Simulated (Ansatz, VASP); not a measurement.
## PbO2: VASP beside Ansatz

```
Pb O
1.0
     5.05169    0.00000    0.00000
     0.00000    5.05169    0.00000
     0.00000    0.00000    3.45191
Pb O
2 4
Cartesian
  0.0000 0.0000 0.0000
  2.5258 2.5258 1.7260
  1.5568 1.5568 0.0000
  0.9690 4.0826 1.7260
  3.4949 3.4949 0.0000
  4.0826 0.9690 1.7260
```

Alike in both runs: functional r2SCAN; k mesh 7 × 7 × 10; occupations fermi-dirac, width 0.1 eV; no spin polarisation.

Ansatz relaxed the structure, and its values are those at the end. VASP's run is a single point on that final structure, the one shown.

|  | VASP | Ansatz |
| --- | --- | --- |
| version | VASP 6.6.1 | Ansatz 0.2.0 |
| potentials or method | VASP PAW PBE potentials, release 64 (Pb_d, O), cutoff 520 eV | PAW plane waves |
| valence electrons in the cell | 52 | 52 |

```csv
,VASP,Ansatz,Ansatz less VASP
pressure (GPa),-4.4,-5.2,-0.72
rms of the force components (eV/Å),0.008,0.000,-0.0078
```

VASP's potentials were made for PBE, not for r2SCAN. With one functional, cell and mesh, what is left measures potentials, basis and numerics. Ansatz's warnings: stress scf threshold loose.

Spin-orbit coupling is off throughout.
